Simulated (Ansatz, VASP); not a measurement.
# One calculation of SnGe3O8, two programs

```
Sn Ge O
1.0
    -2.99284   -3.21474    3.26485
    -2.99284    3.21474   -3.26485
     2.99284   -3.21474   -3.26485
Sn Ge O
1 3 8
Direct
  0.50000 0.50000 0.00000
  0.00000 0.00000 0.00000
  0.74742 0.24741 0.50000
  0.25259 0.75258 0.50000
  0.00000 0.31189 0.31189
  0.50000 0.81504 0.31504
  0.43226 0.23367 0.19859
  0.96491 0.76633 0.19859
  0.00000 0.68810 0.68810
  0.50000 0.18496 0.68496
  0.03509 0.23367 0.80141
  0.56774 0.76633 0.80141
```

Alike in both runs: task single point; functional PBE; k mesh 4 × 4 × 4; occupations gaussian, width 0.1 eV; no spin polarisation.

```csv
,VASP,Ansatz
version,VASP 6.6.1,Ansatz 0.2.0
potentials or method,"VASP PAW PBE potentials, release 64 (Sn_d, Ge_d, O), cutoff 600 eV","scalar-relativistic, plane waves, PAW"
valence electrons in the cell,104,104
```

VASP gave:

```
gap on the k mesh at the Fermi level (eV)                     : 0.89
least direct gap on the mesh (eV)                             : 0.89
pressure (GPa)                                                : 0.1
traceless stress, the component that is largest in VASP (GPa) : 0.19
rms of the force components (eV/Å)                            : 0.014
```

Question: What did Ansatz give for the same quantities?

Answer: gap on the k mesh at the Fermi level (eV): 0.90; least direct gap on the mesh (eV): 0.90; pressure (GPa): 0.0; traceless stress, the component that is largest in VASP (GPa): -0.04; rms of the force components (eV/Å): 0.002.

Atom by atom the forces differ by 0.013 eV/Å (rms over components).
